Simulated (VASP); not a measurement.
# Cd (P6_3/mmc) in VASP: notebook, part 2 of 2

VASP 6.6.1. The steps go on from the part before.

### 3 Single point, PBE (equal xx and yy strain of +1 %)

INCAR reads:

```
  ALGO = Normal
  EDIFF = 1E-6
  ENCUT = 520
  GGA = PE
  ISIF = 2
  ISMEAR = -1
  LASPH = T
  LCHARG = F
  LREAL = F
  LWAVE = F
  NBANDS = 19
  NELM = 60
  PREC = Accurate
  SIGMA = 0.05
```

KPOINTS reads:

```
k-points
0
Gamma
  14 14 7
```

POSCAR reads:

```
Cd
1.0
    3.0086612332      0.0000000000      0.0000000000
   -1.5043306165      2.6055770593      0.0000000000
    0.0000000000      0.0000000000      5.6176500000
Cd
2
Direct
    0.3333333333      0.6666666667      0.2500000000
    0.6666666667      0.3333333333      0.7500000000
```

Potentials or basis: VASP PAW PBE potentials, release 64 (Cd).

Command:

```bash
> cat potpaw_PBE.64/Cd/POTCAR > POTCAR
> mpirun -np 1 vasp_std > vasp.out
```

OUTCAR:

```text
EDIFF = 1E-6
   ENCUT = 520
   GGA = PE
   ISIF = 2
   ISMEAR = -1
   LASPH = T
   LREAL = F
   NELM = 60
   PREC = Accurate

 ion  position               nearest neighbor table
   1  0.333  0.667  0.250-   2 3.30   2 3.30   2 3.30   2 3.30   2 3.30   2 3.30
   2  0.667  0.333  0.750-   1 3.30   1 3.30   1 3.30   1 3.30   1 3.30   1 3.30

  LATTYP: Found a hexagonal cell.
 ALAT       =     3.0086612332
 C/A-ratio  =     1.8671593658

[... 715 lines left out ...]
     19      10.7673      0.00000

 [... further k-points ...]

------------------------ aborting loop because EDIFF is reached ----------------------------------------

  FORCE on cell =-STRESS in cart. coord.  units (eV):
  Direction    XX          YY          ZZ          XY          YZ          ZX
  --------------------------------------------------------------------------------------
  -------------------------------------------------------------------------------------
  Total        0.6198909      0.6198909      0.4081416      0.0000000      0.0000000      0.0000000
  in kB       22.5524616     22.5524616     14.8487381      0.0000000      0.0000000      0.0000000
  external PRESSURE =      19.9845538 kB  Pullay stress =       0.0000000 kB

 VOLUME and BASIS-vectors are now :
 -----------------------------------------------------------------------------
  energy-cutoff  :      520.00
  volume of cell :       44.04
      direct lattice vectors                 reciprocal lattice vectors
     3.008661233  0.000000000  0.000000000     0.332373744  0.191896071  0.000000000
    -1.504330617  2.605577059  0.000000000     0.000000000  0.383792142  0.000000000
     0.000000000  0.000000000  5.617650000     0.000000000  0.000000000  0.178010378

 POSITION                                       TOTAL-FORCE (eV/Angst)
 -----------------------------------------------------------------------------------
     -0.00000      1.73705      1.40441        -0.000000     -0.000000      0.000000
      1.50433      0.86853      4.21324         0.000000      0.000000      0.000000
 -----------------------------------------------------------------------------------
    total drift:                               -0.000000      0.000000      0.000000

  FREE ENERGIE OF THE ION-ELECTRON SYSTEM (eV)
  ---------------------------------------------------
  free  energy   TOTEN  =        -1.4769539610 eV

  energy  without entropy=       -1.4708928496  energy(sigma->0) =       -1.47392341
```

OSZICAR:

```text
N       E                     dE             d eps       ncg     rms          rms(c)
DAV:   1     0.176693159067E+03    0.17669E+03   -0.13149E+04  3648   0.127E+03
DAV:   2     0.250449074230E+01   -0.17419E+03   -0.16805E+03  3783   0.334E+02
DAV:   3    -0.156628835927E+01   -0.40708E+01   -0.40628E+01  4198   0.582E+01
DAV:   4    -0.157348980952E+01   -0.72015E-02   -0.72010E-02  4083   0.230E+00
DAV:   5    -0.157351240655E+01   -0.22597E-04   -0.22597E-04  4030   0.125E-01    0.428E+00
DAV:   6    -0.148039480769E+01    0.93118E-01   -0.23357E-01  4032   0.575E+00    0.345E+00
DAV:   7    -0.147643661939E+01    0.39582E-02   -0.25990E-02  4053   0.151E+00    0.165E+00
DAV:   8    -0.147686987713E+01   -0.43326E-03   -0.33630E-03  3945   0.704E-01    0.889E-02
DAV:   9    -0.147691311258E+01   -0.43235E-04   -0.20854E-05  4194   0.472E-02    0.358E-02
DAV:  10    -0.147695402934E+01   -0.40917E-04   -0.35070E-05  3950   0.567E-02    0.350E-03
DAV:  11    -0.147695396101E+01    0.68330E-07   -0.38486E-08  2334   0.195E-03
   1 F= -.14769540E+01 E0= -.14739234E+01  d E =-.606111E-02
```

It took 25 s on 1 thread of Intel Xeon Platinum 8488C (Sapphire Rapids), shared host; peak memory 0.2 GiB.

What came out:

```
Free energy            : -1.4770 eV
Pressure               : 2.0 GPa
Band gap on the k mesh : zero (band 12 reaches 4.08 eV, above the bottom of band 13 at -0.08 eV)
```

Caveat: the cell differs from its parent crystal (equal xx and yy strain of +1 %).

### 4 Single point, PBE (equal xx and yy strain of +3 %)

INCAR reads:

```
PREC = Accurate ; ENCUT = 520
EDIFF = 1E-6 ; ISMEAR = -1
SIGMA = 0.05 ; LREAL = False
LASPH = True ; NELM = 60
ALGO = Normal ; ISIF = 2
LWAVE = False ; LCHARG = False
GGA = PE ; NBANDS = 19
```

KPOINTS reads:

```
Automatic mesh
0
Gamma
  14 14 7
```

POSCAR reads:

```
Cd
1.0
    3.0682386833      0.0000000000      0.0000000000
   -1.5341193416      2.6571726446      0.0000000000
    0.0000000000      0.0000000000      5.6176500000
Cd
2
Direct
    0.3333333333      0.6666666667      0.2500000000
    0.6666666667      0.3333333333      0.7500000000
```

Command:

```bash
> cat potpaw_PBE.64/Cd/POTCAR > POTCAR
> mpirun -np 1 vasp_std > vasp.out
```

Wall time 25 s (1 thread of Intel Xeon Platinum 8488C (Sapphire Rapids), shared host); peak memory 0.2 GiB.

It converged, with:

```
Free energy            : -1.4874 eV
Pressure               : -0.1 GPa
Band gap on the k mesh : zero (band 12 reaches 3.65 eV, above the bottom of band 13 at -0.11 eV)
```

Stress tensor (GPa, compression positive):
```
-0.23  0.00  0.00
 0.00 -0.23  0.00
 0.00  0.00  0.13
```

Levels at points of the mesh, in eV from the Fermi level:
```
           k point  band 8  band 9  band 10  band 11  band 12  band 13  band 14  band 15  band 16  band 17
(0.00, 0.00, 0.00)   -8.71   -8.51    -8.46    -8.46    -2.78    -2.70    10.95    13.73    13.73    13.91
(0.50, 0.00, 0.00)   -8.47   -8.26    -8.23    -2.29    -2.00     2.01     2.95     2.96     5.11     7.75
```

Caveat: the cell differs from its parent crystal (equal xx and yy strain of +3 %).

### 5 Overview

| cell | gap on the mesh (eV) | pressure (GPa) |
| --- | --- | --- |
| a = 2.919, b = 2.919, c = 5.618 Å, angles 90.0, 90.0, 120.0°, 2 atoms | none | 6.7 |
| a = 3.009, b = 3.009, c = 5.618 Å, angles 90.0, 90.0, 120.0°, 2 atoms | none | 2.0 |
| a = 3.068, b = 3.068, c = 5.618 Å, angles 90.0, 90.0, 120.0°, 2 atoms | none | -0.1 |

Alike in all rows: task single point; level PBE; potentials or basis VASP PAW PBE potentials, release 64 (Cd); no spin polarisation; k mesh 14 × 14 × 7; cutoff (eV) 520; smearing fermi-dirac 0.05 eV.

Absolute energies hang on the potentials; compare differences alone.
